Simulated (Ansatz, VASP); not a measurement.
Mg, level by level in two programs

```
CELL_PARAMETERS angstrom
-1.77276 1.77276 1.77276
1.77276 -1.77276 1.77276
1.77276 1.77276 -1.77276
ATOMIC_POSITIONS crystal
Mg 0.00000 0.00000 0.00000
```

Single points on this cell with VASP 6.6.1 and Ansatz 0.2.0. Each row is one pair of runs. Alike in all rows: spin: off.

| level | k mesh | smearing | VASP's potentials, cutoff | Ansatz's potentials, cutoff | gap on the k mesh at the Fermi level (eV), VASP | gap on the k mesh at the Fermi level (eV), Ansatz | pressure (GPa), VASP | pressure (GPa), Ansatz |
| --- | --- | --- | --- | --- | --- | --- | --- | --- |
| LDA | 11 × 11 × 11 | gaussian, width 0.02 eV | VASP PAW LDA potentials, release 64 (Mg), 520 eV | Ansatz PAW, 420 eV | none | none | -1.6 | -1.3 |
| PBE exchange alone | 11 × 11 × 11 | fermi-dirac, width 0.025 eV | VASP PAW PBE potentials, release 64 (Mg), 600 eV | PseudoDojo standard (PBE files), 1143 eV | none | none | 5.0 | 5.1 |
| r2SCAN50+D3(BJ) | 7 × 7 × 7 | gaussian, width 0.01 eV | VASP PAW PBE potentials, release 64 (Mg), 580 eV | Ansatz PAW earlier set, 760 eV | none | none | -1.3 | -0.9 |

Pressure (GPa): the two programs differ by at most 0.45.

VASP's potentials hold 2 valence electrons a cell and Ansatz's 10, so a difference there can come from the potentials and not from the codes.

A gap of «none» marks a metal or a gap that the smearing closes.

Noted on Ansatz's runs: the potentials were made for another functional, which shifts forces and pressure.
